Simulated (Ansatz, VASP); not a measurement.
# One calculation of Sb, two programs

```
Sb
1.0
     2.15420    1.24373    3.75800
    -2.15420    1.24373    3.75800
     0.00000   -2.48746    3.75800
Sb
2
Direct
  0.76651 0.76651 0.76651
  0.23349 0.23349 0.23349
```

Alike in both runs: task relaxation of cell and atoms; functional revPBE; k mesh 8 × 8 × 8; occupations fermi-dirac, width 0.05 eV; no spin polarisation.

```csv
,VASP,Ansatz
version,VASP 6.6.1,Ansatz 0.2.0
potentials or method,"VASP PAW PBE potentials, release 64 (Sb)",Ansatz PAW
plane-wave cutoff (eV),600,420
valence electrons in the cell,10,30
```

VASP gave:

| Property | Result |
| --- | --- |
| gap on the k mesh at the Fermi level, each at its own relaxed structure (eV) | none |
| relaxed volume (Å³/atom) | 32.82 |
| relaxed cell length with the largest relative difference (Å) | 4.672 |

Estimate Ansatz's values.

gap on the k mesh at the Fermi level, each at its own relaxed structure (eV): none; relaxed volume (Å³/atom): 32.97; relaxed cell length with the largest relative difference (Å): 4.690.

VASP's potentials were made for PBE, not for revPBE. A gap of «none» marks a metal or a gap that the smearing closes. VASP's potentials hold 10 valence electrons a cell and Ansatz's 30, so a difference there can come from the potentials and not from the codes.

Spin-orbit coupling is off throughout. Noted on Ansatz's run: the plane-wave basis is chosen anew once the cell has moved, so the energies of steps on either side of that aren't comparable.
